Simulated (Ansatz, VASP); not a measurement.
## SiO2: VASP beside Ansatz

```
CELL_PARAMETERS angstrom
4.09477 0.00000 0.00000
0.00000 4.09477 0.00000
0.00000 0.00000 2.61334
ATOMIC_POSITIONS crystal
Si 0.00000 0.00000 0.00000
Si 0.50000 0.50000 0.50000
O 0.30670 0.30670 0.00000
O 0.19330 0.80670 0.50000
O 0.69330 0.69330 0.00000
O 0.80670 0.19330 0.50000
```

Change from the starting cell: volume scaled by 0.94, crystal datasets.

Alike in both runs: task electric field gradients; functional PBE; k mesh 6 × 6 × 9; occupations fermi-dirac, width 0.03 eV; no spin polarisation.

|  | VASP | Ansatz |
| --- | --- | --- |
| version | VASP 6.6.1 | Ansatz 0.2.0 |
| potentials or method | VASP PAW PBE potentials, release 64 (Si, O), cutoff 520 eV | all-electron PAW with datasets made for the crystal, scalar-relativistic |

```csv
,VASP,Ansatz,Ansatz less VASP
gap on the k mesh at the Fermi level (eV),6.76,6.78,+0.019
pressure (GPa),35.2,34.9,-0.37
"traceless stress, the component that is largest in VASP (GPa)",4.43,3.86,-0.570
rms of the force components (eV/Å),0.344,0.331,-0.0135
size of Vzz on the site where it differs most (V/Å²),23.6,20.2,-3.31
```

Atom by atom the forces differ by 0.013 eV/Å (rms over components). Both programs put the cell under a high pressure, so it lies far from rest at this level. Ansatz ran all-electron here, and VASP with PAW potentials.
